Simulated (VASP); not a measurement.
Set up this calculation in VASP 6.6.1, as the native input.

| Property | Result |
| --- | --- |
| Task | single point |
| Functional | PBE |
| Potentials or basis | VASP PAW PBE potentials, release 64 (Zn, Cd, O) |
| Cutoff | 520 eV |
| k mesh | 10 × 10 × 8 |
| Occupations | gaussian, width 0.1 eV |
| Spin | no spin polarisation |
| Dipole correction | no |
| Further INCAR settings | ALGO = Normal; EDIFF = 1e-07; NBANDS = 35 |

The structure of ZnCd3O lies in POSCAR:

```
ZnCd3O
1.0
    4.0777497086      0.0000000000      0.0000000000
    0.0000000000      4.0777497086      0.0000000000
    0.0000000000      0.0000000000      6.3092952088
Zn Cd O
1 3 1
Direct
    0.5000000000      0.5000000000      0.5403176731
    0.5000000000      0.0000000000      0.1986647758
    0.0000000000      0.5000000000      0.1986647758
    0.0000000000      0.0000000000      0.6595877761
    0.0000000000      0.0000000000      0.0109670193
```

One way to write it, as run:

INCAR

```
SYSTEM = ZnCd3O
PREC     = Accurate       ! precision mode
ENCUT    = 520            ! plane-wave cutoff, eV
EDIFF    = 1E-7           ! SCF threshold, eV
ISMEAR   = 0              ! smearing method
SIGMA    = 0.1            ! smearing width, eV
LREAL    = .False.        ! projectors in reciprocal space
LASPH    = .True.         ! aspherical terms in the spheres
NELM     = 60             ! most SCF steps
ALGO     = Normal         ! electronic algorithm
ISIF     = 2              ! what is computed and relaxed
LWAVE    = .False.        ! write WAVECAR
LCHARG   = .False.        ! write CHGCAR
GGA      = PE             ! functional
NBANDS   = 35             ! bands
```

KPOINTS

```
Automatic mesh
0
Gamma
  10 10 8
  0 0 0
```

Potentials or basis: VASP PAW PBE potentials, release 64 (Zn, Cd, O).

Run with:

```bash
$ cat potpaw_PBE.64/Zn/POTCAR potpaw_PBE.64/Cd/POTCAR potpaw_PBE.64/O/POTCAR > POTCAR
$ mpirun -np 1 vasp_std > vasp.out
```

It gave:

The pressure is 0.5 GPa. The largest force is 0.070 eV/Å. The band gap on the k mesh is zero (band 27 reaches 3.82 eV, above the bottom of band 28 at 0.69 eV).

It took 2.3 min on 1 thread of Intel(R) Xeon(R) 6975P-C (Granite Rapids), with other jobs on the host, peak memory 0.44 GiB.
